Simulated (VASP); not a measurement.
# WS (Fm-3m) in VASP: further runs

Runs on WS. Level: r2SCAN+U. Tasks: single point.

All numbers are computed with VASP 6.6.1; they aren't measurements. Logs are shortened: lines on timing, memory, paths and dates and some standing lists are left out, and cuts for length are marked.

**1. The cell of the first run**

It takes space group Fm-3m (No. 225, cubic). Conventional cell: a = 5.076 Å, b = 5.076 Å, c = 5.076 Å, α = 90.00°, β = 90.00°, γ = 90.00°. W (site symmetry m-3m) has 6 S at 2.54 Å within 3.3 Å. Within 3.3 Å of S (site symmetry m-3m) lie 6 W at 2.54 Å.

**2. Single point, r2SCAN+U**

Contents of POSCAR:

```
WS
1.0
    0.0000000000      2.5378743912      2.5378743912
    2.5378743912      0.0000000000      2.5378743912
    2.5378743912      2.5378743912      0.0000000000
W S
1 1
Direct
    0.0000000000      0.0000000000      0.0000000000
    0.5000000000      0.5000000000      0.5000000000
```

Contents of INCAR.step1:

```
SYSTEM = WS
PREC = Accurate
ENCUT = 520
ISMEAR = 0
SIGMA = 0.1
LREAL = .False.
LASPH = .True.
NELM = 150
LMAXMIX = 4
LDAU = .True.
LDAUTYPE = 2
LDAUL = 2 -1
LDAUU = 6.2 0
LDAUJ = 0 0
NBANDS = 17
GGA = PE
ALGO = Normal
EDIFF = 1E-4
LWAVE = .True.
LCHARG = .False.
```

Contents of INCAR.step2:

```
SYSTEM = WS
PREC = Accurate
ENCUT = 520
EDIFF = 1E-6
ISMEAR = 0
SIGMA = 0.1
LREAL = .False.
LASPH = .True.
NELM = 150
ALGO = Normal
ISIF = 2
LWAVE = .False.
LCHARG = .False.
LMAXMIX = 4
LDAU = .True.
LDAUTYPE = 2
LDAUL = 2 -1
LDAUU = 6.2 0
LDAUJ = 0 0
LDAUPRINT = 1
METAGGA = R2SCAN
LMIXTAU = .True.
NBANDS = 17
ISTART = 1
```

Contents of KPOINTS:

```
Automatic mesh
0
Gamma
  14 14 14
  0 0 0
```

Potentials or basis: VASP PAW PBE potentials, release 64 (W_sv, S).

Started as:

```sh
$ cat potpaw_PBE.64/W_sv/POTCAR potpaw_PBE.64/S/POTCAR > POTCAR
$ cp INCAR.step1 INCAR
$ mpirun -np 1 vasp_std > vasp.out
$ cp INCAR.step2 INCAR
$ mpirun -np 1 vasp_std > vasp.out
```

OUTCAR:

```text
SYSTEM = WS
   PREC = Accurate
   ENCUT = 520
   EDIFF = 1E-6
   ISMEAR = 0
   LREAL = .False.
   LASPH = .True.
   NELM = 150
   ISIF = 2
   METAGGA = R2SCAN
   ISTART = 1

 ion  position               nearest neighbor table
   1  0.000  0.000  0.000-   2 2.54   2 2.54   2 2.54   2 2.54   2 2.54   2 2.54
   2  0.500  0.500  0.500-   1 2.54   1 2.54   1 2.54   1 2.54   1 2.54   1 2.54

  LATTYP: Found a face centered cubic cell.
 ALAT       =     5.0757487824

  Lattice vectors:

 A1 = (   0.0000000000,   2.5378743912,   2.5378743912)
 A2 = (   2.5378743912,   0.0000000000,   2.5378743912)
 A3 = (   2.5378743912,   2.5378743912,   0.0000000000)

Analysis of symmetry for initial positions (statically):
=====================================================================
 Subroutine PRICEL returns:
 Original cell was already a primitive cell.

 Routine SETGRP: Setting up the symmetry group for a
 face centered cubic supercell.

 Subroutine GETGRP returns: Found 48 space group operations
 (whereof 48 operations were pure point group operations)
 out of a pool of 48 trial point group operations.

The static configuration has the point symmetry O_h .

Analysis of symmetry for dynamics (positions and initial velocities):
=====================================================================
 Subroutine PRICEL returns:
 Original cell was already a primitive cell.

 Routine SETGRP: Setting up the symmetry group for a
 face centered cubic supercell.

 Subroutine GETGRP returns: Found 48 space group operations
 (whereof 48 operations were pure point group operations)
 out of a pool of 48 trial point group operations.

The dynamic configuration has the point symmetry O_h .

 Subroutine INISYM returns: Found 48 space group operations
 (whereof 48 operations are pure point group operations),
 and found     1 'primitive' translations

----------------------------------------------------------------------------------------

                                     Primitive cell

  volume of cell :      32.6919

  direct lattice vectors                    reciprocal lattice vectors
     0.000000000  2.537874391  2.537874391    -0.197015267  0.197015267  0.197015267
     2.537874391  0.000000000  2.537874391     0.197015267 -0.197015267  0.197015267
     2.537874391  2.537874391  0.000000000     0.197015267  0.197015267 -0.197015267

  length of vectors
     3.589096384  3.589096384  3.589096384     0.341240452  0.341240452  0.341240452

  position of ions in fractional coordinates (direct lattice)
     0.000000000  0.000000000  0.000000000
     0.500000000  0.500000000  0.500000000

  ion indices of the primitive-cell ions
   primitive index   ion index
                 1           1
                 2           2

----------------------------------------------------------------------------------------

 KPOINTS: Automatic mesh

Automatic generation of k-mesh.
 Grid dimensions read from file:
 generate k-points for:   14   14   14

 Generating k-lattice:

  Cartesian coordinates                     Fractional coordinates (reciprocal lattice)
    -0.014072519  0.014072519  0.014072519     0.071428571  0.000000000  0.000000000
     0.014072519 -0.014072519  0.014072519     0.000000000  0.071428571  0.000000000
     0.014072519  0.014072519 -0.014072519     0.000000000  0.000000000  0.071428571

  Length of vectors
     0.024374318  0.024374318  0.024374318

  Shift w.r.t. Gamma in fractional coordinates (k-lattice)
     0.000000000  0.000000000  0.000000000

 Subroutine IBZKPT returns following result:
 ===========================================

 Found    104 irreducible k-points:

 Following reciprocal coordinates:
            Coordinates               Weight
  0.000000  0.000000  0.000000      1.000000
  0.071429  0.000000  0.000000      8.000000
  0.142857  0.000000  0.000000      8.000000
  0.214286  0.000000  0.000000      8.000000
  0.285714  0.000000  0.000000      8.000000
  0.357143  0.000000  0.000000      8.000000
[... 16 lines left out ...]
  0.214286  0.142857  0.000000     24.000000
  0.285714  0.142857  0.000000     24.000000
 [... further k-points ...]
   k-points           NKPTS =    104   k-points in BZ     NKDIM =    104   number of bands    NBANDS=     17
   number of dos      NEDOS =    301   number of ions     NIONS =      2
   total plane-waves  NPLWV =  21952
   dimension x,y,z NGX =    28 NGY =   28 NGZ =   28
   dimension x,y,z NGXF=    56 NGYF=   56 NGZF=   56
   ions per type =               1   1
   NGX,Y,Z   is equivalent  to a cutoff of  12.97, 12.97, 12.97 a.u.
   NGXF,Y,Z  is equivalent  to a cutoff of  25.94, 25.94, 25.94 a.u.
 SYSTEM =  WS
   PREC   = accura    normal or accurate (medium, high low for compatibility)
   ISTART =      1    job   : 0-new  1-cont  2-samecut
   ICHARG =      0    charge: 1-file 2-atom 10-const
   ISPIN  =      1    spin polarized calculation?
   LNONCOLLINEAR =      F non collinear calculations
   LSORBIT =      F    spin-orbit coupling
   LASPH  =      T    aspherical Exc in radial PAW
   ENCUT  =  520.0 eV  38.22 Ry    6.18 a.u.   6.67  6.67  6.67*2*pi/ulx,y,z
   NELM   =    150;   NELMIN=  2; NELMDL=  0     # of ELM steps
   EDIFF  = 0.1E-05   stopping-criterion for ELM
   LREAL  =      F    real-space projection
   EDIFFG = 0.1E-04   stopping-criterion for IOM
   NSW    =      0    number of steps for IOM
   IBRION =     -1    ionic relax: 0-MD 1-quasi-New 2-CG
   NFREE  =      0    steps in history (QN), initial steepest desc. (CG)
   ISIF   =      2    stress and relaxation
   ISYM   =      2    0-nonsym 1-usesym 2-fastsym
   POTIM  = 0.5000    time-step for ionic-motion
   TEBEG  =    0.0;   TEEND  =   0.0 temperature during run
   PSTRESS=    0.0 pullay stress
   NELECT =      20.0000    total number of electrons
   NUPDOWN=      -1.0000    fix difference up-down
   EMIN   =  10.00;   EMAX   =-10.00  energy-range for DOS
   EFERMI =   0.00;   METHOD = LEGACY
   ISMEAR =     0;   SIGMA  =   0.10  broadening in eV -4-tet -1-fermi 0-gaus
   EFERMI_NEDOS =   21; number of points for ismear=-14 and -15
   IALGO  =     38    algorithm
   IMIX   =      4    mixing-type and parameters
     AMIX     =   0.40;   BMIX     =  1.00
     AMIX_MAG =   1.60;   BMIX_MAG =  1.00
  volume/ion in A,a.u.               =      16.35       110.31
  Fermi-wavevector in a.u.,A,eV,Ry     =   1.389754  2.626255 26.278526  1.931417
  Thomas-Fermi vector in A             =   2.513755
   LORBIT       =      0    0 simple, 1 ext, 2 COOP (PROOUT), +10 PAW based schemes
 LDA+U is selected, type is set to LDAUTYPE =  2
   angular momentum for each species LDAUL =     2   -1
   U (eV)           for each species LDAUU =   6.2  0.0
   J (eV)           for each species LDAUJ =   0.0  0.0
   METAGGA = R2SCAN    functional components
   LHFCALC =     F    Hartree Fock is set to
   AEXX    =    0.0000 exact exchange contribution
   IVDW    =     0    specifies the selected vdW correction
   LEPSILON=     F    determine dielectric tensor
   LRPA    =     F    only Hartree local field effects (RPA)
 non-spin polarized calculation
 Gauss-broadening in eV      SIGMA  =   0.10
  energy-cutoff  :      520.00
  volume of cell :       32.69
 maximum number of plane-waves:       903
   NGX = 13   NGY = 13   NGZ = 13

atom =   1  type =  1  l = 2

 onsite density matrix

spin component  1

  0.4457  0.0000 -0.0000 -0.0000  0.0000
  0.0000  0.4457  0.0000 -0.0000 -0.0000
 -0.0000  0.0000  0.1768  0.0000  0.0000
 -0.0000 -0.0000  0.0000  0.4457 -0.0000
  0.0000 -0.0000  0.0000 -0.0000  0.1768

spin component  2

  0.4457  0.0000 -0.0000 -0.0000  0.0000
  0.0000  0.4457  0.0000 -0.0000 -0.0000
 -0.0000  0.0000  0.1768  0.0000  0.0000
 -0.0000 -0.0000  0.0000  0.4457 -0.0000
  0.0000 -0.0000  0.0000 -0.0000  0.1768

 occupancies and eigenvectors

  o =  0.1768  v =  0.0000  0.0000  1.0000 -0.0000 -0.0015  0.0000  0.0000  0.0000  0.0000  0.0000      0.0000  0.0000  0.0000  0.0000  0.0000  0.0000  0.0000  0.0000  0.0000  0.0000
  o =  0.1768  v =  0.0000  0.0000  0.0000  0.0000  0.0000  0.0000  0.0000  1.0000 -0.0000 -0.0015      0.0000  0.0000  0.0000  0.0000  0.0000  0.0000  0.0000  0.0000  0.0000  0.0000
  o =  0.1768  v =  0.0000 -0.0000 -0.0015 -0.0000 -1.0000  0.0000  0.0000  0.0000  0.0000  0.0000      0.0000  0.0000  0.0000  0.0000  0.0000  0.0000  0.0000  0.0000  0.0000  0.0000
  o =  0.1768  v =  0.0000  0.0000  0.0000  0.0000  0.0000  0.0000 -0.0000 -0.0015 -0.0000 -1.0000      0.0000  0.0000  0.0000  0.0000  0.0000  0.0000  0.0000  0.0000  0.0000  0.0000
  o =  0.4457  v =  0.0000 -0.6974  0.0000  0.7167 -0.0000  0.0000  0.0000  0.0000  0.0000  0.0000      0.0000  0.0000  0.0000  0.0000  0.0000  0.0000  0.0000  0.0000  0.0000  0.0000
  o =  0.4457  v =  0.0000  0.0000  0.0000  0.0000  0.0000  0.0000 -0.6974  0.0000  0.7167 -0.0000      0.0000  0.0000  0.0000  0.0000  0.0000  0.0000  0.0000  0.0000  0.0000  0.0000
  o =  0.4457  v =  0.0000 -0.7167 -0.0000 -0.6974 -0.0000  0.0000  0.0000  0.0000  0.0000  0.0000      0.0000  0.0000  0.0000  0.0000  0.0000  0.0000  0.0000  0.0000  0.0000  0.0000
  o =  0.4457  v =  0.0000  0.0000  0.0000  0.0000  0.0000  0.0000 -0.7167 -0.0000 -0.6974 -0.0000      0.0000  0.0000  0.0000  0.0000  0.0000  0.0000  0.0000  0.0000  0.0000  0.0000
  o =  0.4457  v =  1.0000  0.0000  0.0000  0.0000  0.0000  0.0000  0.0000  0.0000  0.0000  0.0000      0.0000  0.0000  0.0000  0.0000  0.0000  0.0000  0.0000  0.0000  0.0000  0.0000
  o =  0.4457  v =  0.0000  0.0000  0.0000  0.0000  0.0000  1.0000  0.0000  0.0000  0.0000  0.0000      0.0000  0.0000  0.0000  0.0000  0.0000  0.0000  0.0000  0.0000  0.0000  0.0000

 number of electron      19.9999999 magnetization

 Free energy of the ion-electron system (eV)
  ---------------------------------------------------
  ext. energy  EPLUGINS =         0.00000000
  ---------------------------------------------------
  free energy    TOTEN  =       -50.79092601 eV

  energy without entropy =      -50.77631426  energy(sigma->0) =      -50.78362014

 E-fermi :  10.6284     XC(G=0): -12.9222

 val. band max:       10.6085652986   @ k =  -0.3571   0.3571   0.0000
 cond. band min:      10.6288124289   @ k =  -0.4286   0.1429   0.0000
 fundamental gap:      0.0202471303
 Fermi energy:        10.6284362119

 k-point     1 :       0.0000    0.0000    0.0000
  band No.  band energies     occupation
      1     -66.8322      2.00000
      2     -30.3538      2.00000
      3     -30.3538      2.00000
      4     -30.3538      2.00000
      5      -7.0548      2.00000
      6       6.7935      2.00000
[... 9 lines left out ...]
     16      23.2802      0.00000
     17      23.2802      0.00000

 k-point     2 :       0.0714    0.0000    0.0000
  band No.  band energies     occupation
      1     -66.8319      2.00000
      2     -30.3604      2.00000
      3     -30.3545      2.00000
      4     -30.3545      2.00000
      5      -6.9787      2.00000
      6       6.1475      2.00000
[... 9 lines left out ...]
     16      22.7525      0.00000
     17      22.9976      0.00000

 k-point     3 :       0.1429    0.0000    0.0000
  band No.  band energies     occupation
      1     -66.8313      2.00000
      2     -30.3789      2.00000
      3     -30.3567      2.00000
      4     -30.3567      2.00000
      5      -6.7571      2.00000
      6       5.0120      2.00000
[... 9 lines left out ...]
     16      22.0111      0.00000
     17      22.1624      0.00000

 k-point     4 :       0.2143    0.0000    0.0000
  band No.  band energies     occupation
      1     -66.8303      2.00000
      2     -30.4055      2.00000
      3     -30.3598      2.00000
      4     -30.3598      2.00000
      5      -6.4108      2.00000
      6       3.8122      2.00000
[... 9 lines left out ...]
     16      20.9388      0.00000
     17      20.9388      0.00000
[... 343 lines left out ...]
      1     -66.8310      2.00000
      2     -30.3771      2.00000
      3     -30.3626      2.00000
      4     -30.3626      2.00000
      5      -6.6773      2.00000
      6       4.5803      2.00000
[... 9 lines left out ...]
     16      21.3442      0.00000
     17      21.3442      0.00000

 k-point    23 :       0.2143    0.1429    0.0000
  band No.  band energies     occupation
      1     -66.8303      2.00000
      2     -30.3941      2.00000
      3     -30.3669      2.00000
      4     -30.3655      2.00000
      5      -6.4452      2.00000
      6       3.8851      2.00000
[... 9 lines left out ...]
     16      20.4934      0.00000
     17      20.6654      0.00000

 k-point    24 :       0.2857    0.1429    0.0000
  band No.  band energies     occupation
      1     -66.8294      2.00000
      2     -30.4180      2.00000
      3     -30.3710      2.00000
      4     -30.3688      2.00000
      5      -6.1152      2.00000
      6       3.1321      2.00000
[... 9 lines left out ...]
     16      19.8805      0.00000
     17      19.9608      0.00000

 [... further k-points ...]
[... 5 lines left out ...]
  --------------------------------------------------------------------------------------
  -------------------------------------------------------------------------------------
  Total       -0.2646099     -0.2646099     -0.2646099      0.0000000     -0.0000000      0.0000000
  in kB      -12.9680967    -12.9680967    -12.9680967      0.0000000     -0.0000000      0.0000000
  external PRESSURE =     -12.9680967 kB  Pullay stress =       0.0000000 kB

 VOLUME and BASIS-vectors are now :
 -----------------------------------------------------------------------------
  energy-cutoff  :      520.00
  volume of cell :       32.69
      direct lattice vectors                 reciprocal lattice vectors
     0.000000000  2.537874391  2.537874391    -0.197015267  0.197015267  0.197015267
     2.537874391  0.000000000  2.537874391     0.197015267 -0.197015267  0.197015267
     2.537874391  2.537874391  0.000000000     0.197015267  0.197015267 -0.197015267

 POSITION                                       TOTAL-FORCE (eV/Angst)
 -----------------------------------------------------------------------------------
      0.00000      0.00000      0.00000         0.000000      0.000000      0.000000
      2.53787      2.53787      2.53787        -0.000000     -0.000000     -0.000000
 -----------------------------------------------------------------------------------
    total drift:                               -0.000000      0.000000      0.000000

  FREE ENERGIE OF THE ION-ELECTRON SYSTEM (eV)
  ---------------------------------------------------
  free  energy   TOTEN  =       -50.7909260124 eV

  energy  without entropy=      -50.7763142618  energy(sigma->0) =      -50.78362014
```

It took 5.3 min on 1 thread of Intel Xeon Platinum 8375C at 2.90GHz (Ice Lake), shared host; peak memory 0.2 GiB.

What came out:

```yaml
Free_energy: -50.7909 eV
Pressure: -1.3 GPa
Band_gap_on_the_k_mesh: zero (bands 10 and 11 overlap by 3.33 eV)
```

Eigenvalues of the final occupation matrices:
```
    site  spin  trace               eigenvalues
site 1 d     1   1.69  0.18 0.18 0.45 0.45 0.45
site 1 d     2   1.69  0.18 0.18 0.45 0.45 0.45
```

Caveat: the PAW data sets were made with another functional, which shifts forces and pressure a little; spin-orbit coupling is left out, which moves the levels of the heavy elements; U without spin polarisation on a metal has little footing.

**3. Single point, r2SCAN+U**

This run uses another cell than the first one, of 20.35 Å³/atom.

Contents of POSCAR:

```
WS
1.0
    0.0000000000      2.7299472644      2.7299472644
    2.7299472644      0.0000000000      2.7299472644
    2.7299472644      2.7299472644      0.0000000000
W S
1 1
Direct
    0.0000000000      0.0000000000      0.0000000000
    0.5000000000      0.5000000000      0.5000000000
```

Contents of INCAR.step1:

```
PREC = Accurate
ENCUT = 520
ISMEAR = 0
SIGMA = 0.1
LREAL = F
LASPH = T
NELM = 150
LMAXMIX = 4
LDAU = T
LDAUTYPE = 2
LDAUL = 2 -1
LDAUU = 6.2 0
LDAUJ = 0 0
NBANDS = 17
GGA = PE
ALGO = Normal
EDIFF = 1E-4
LWAVE = T
LCHARG = F
```

Contents of INCAR.step2:

```
PREC = Accurate
ENCUT = 520
EDIFF = 1E-6
ISMEAR = 0
SIGMA = 0.1
LREAL = F
LASPH = T
NELM = 150
ALGO = Normal
ISIF = 2
LWAVE = F
LCHARG = T
LMAXMIX = 4
LDAU = T
LDAUTYPE = 2
LDAUL = 2 -1
LDAUU = 6.2 0
LDAUJ = 0 0
LDAUPRINT = 1
METAGGA = R2SCAN
LMIXTAU = T
LELF = T
LVHAR = T
NBANDS = 17
ISTART = 1
```

Contents of KPOINTS:

```
regular mesh
0
Gamma
  14 14 14
```

Potentials or basis: VASP PAW PBE potentials, release 64 (W_sv, S).

Started as:

```sh
$ cat potpaw_PBE.64/W_sv/POTCAR potpaw_PBE.64/S/POTCAR > POTCAR
$ cp INCAR.step1 INCAR
$ mpirun -np 1 vasp_std > vasp.out
$ cp INCAR.step2 INCAR
$ mpirun -np 1 vasp_std > vasp.out
```

It took 17 min on 1 thread of Intel Xeon Platinum 8375C at 2.90GHz (Ice Lake), shared host; peak memory 0.22 GiB.

Results (log left out):

| Quantity | Value |
| --- | --- |
| Free energy | -50.2023 eV |
| Pressure | -19.5 GPa |
| Band gap on the k mesh | zero (bands 10 and 11 overlap by 2.23 eV) |

Levels at points of the mesh, in eV from the Fermi level:
```csv
k point,band 8,band 9,band 10,band 11,band 12,band 13
"(0.00, 0.00, 0.00)",-3.17,-1.86,-1.86,-1.86,0.37,0.49
"(0.50, 0.00, 0.00)",-5.00,-0.05,-0.05,0.10,2.41,5.38
"(0.50, 0.50, 0.00)",-4.32,-3.19,0.25,0.35,0.35,1.45
```

Eigenvalues of the final occupation matrices:
| site | spin | trace | eigenvalues |
| --- | --- | --- | --- |
| site 1 d | 1 | 1.63 | 0.10 0.10 0.48 0.48 0.48 |
| site 1 d | 2 | 1.63 | 0.10 0.10 0.48 0.48 0.48 |

Caveat: the cell stands under tension; the PAW data sets were made with another functional, which shifts forces and pressure a little; spin-orbit coupling is left out, which moves the levels of the heavy elements; U without spin polarisation on a metal has little footing.
